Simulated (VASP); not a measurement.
# MgO: single point with PBE

MgO:

```xyz
4
Lattice="3.4176 0.0000 0.0000 -1.7088 2.9597 0.0000 0.0000 0.0000 4.6998" Properties=species:S:1:pos:R:3 pbc="T T T"
Mg    0.0000    1.9731   -0.3119
Mg    1.7088    0.9866    2.2655
O     0.0000    1.9731    2.2069
O     1.7088    0.9866    4.3424
```

This cell differs from its parent crystal: strained and its atoms moved.

* Program: VASP 6.6.1
* Task: single point
* Functional: PBE
* Potentials or basis: VASP PAW PBE potentials, release 64 (Mg, O)
* Cutoff: 520 eV
* k mesh: 9 × 9 × 6
* Occupations: gaussian, width 0.02 eV
* Spin: no spin polarisation

```
Pressure               : 0.1 GPa
Largest force          : 0.663 eV/Å
Band gap on the k mesh : 3.00 eV
```

Forces on the atoms (eV/Å):
```
Mg   0.000  0.000  0.400
Mg   0.000  0.000 -0.470
O    0.000  0.000 -0.592
O    0.000  0.000  0.663
```

Stress tensor (GPa, compression positive):
```
 2.79  0.00  0.00
 0.00  2.79  0.00
 0.00  0.00 -5.26
```

Levels at points of the mesh, in eV from the valence-band top:
| k point | band 6 | band 7 | band 8 | band 9 | band 10 | band 11 |
| --- | --- | --- | --- | --- | --- | --- |
| (0.00, 0.00, 0.00) | -0.89 | -0.89 | 0.00 | 3.00 | 8.62 | 10.26 |
| (0.00, 0.00, 0.50) | -1.34 | -1.07 | -1.07 | 5.73 | 5.90 | 12.96 |

Run time: 67 s on 1 thread of Intel Xeon 8259CL, with other jobs on the host, peak memory 0.19 GiB.

Caveat: the cell differs from its parent crystal (strained and its atoms moved); the stress differs along the axes, from -5 to 3 GPa.
